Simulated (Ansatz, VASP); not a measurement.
## Two plane-wave programs on NaI

```
CELL_PARAMETERS angstrom
4.75248 0.00000 0.00000
0.00000 4.39004 0.00000
0.00000 0.00000 7.37672
ATOMIC_POSITIONS crystal
Na 0.25000 0.50000 0.27503
Na 0.75000 0.50000 0.72497
I 0.25000 0.00000 0.74243
I 0.75000 0.00000 0.25757
```

Alike in both runs: task single point; functional PBE; dispersion D3(BJ); k mesh 6 × 6 × 4; occupations gaussian, width 0.05 eV; no spin polarisation.

|  | VASP | Ansatz |
| --- | --- | --- |
| version | VASP 6.6.1 | Ansatz 0.2.0 |
| potentials or method | VASP PAW PBE potentials, release 64 (Na_pv, I), cutoff 520 eV | scalar-relativistic, plane waves, PAW |
| valence electrons in the cell | 28 | 52 |

```csv
,VASP,Ansatz,Ansatz less VASP
gap on the k mesh at the Fermi level (eV),2.40,2.40,+0.001
least direct gap on the mesh (eV),2.58,2.58,+0.001
pressure (GPa),-1.5,-1.5,-0.01
"traceless stress, the component that is largest in VASP (GPa)",0.90,0.90,+0.007
rms of the force components (eV/Å),0.017,0.017,-0.0001
```

Atom by atom the forces differ by 0.000 eV/Å (rms over components). VASP's potentials hold 28 valence electrons a cell and Ansatz's 52, so a difference there can come from the potentials and not from the codes.

Spin-orbit coupling is off throughout.
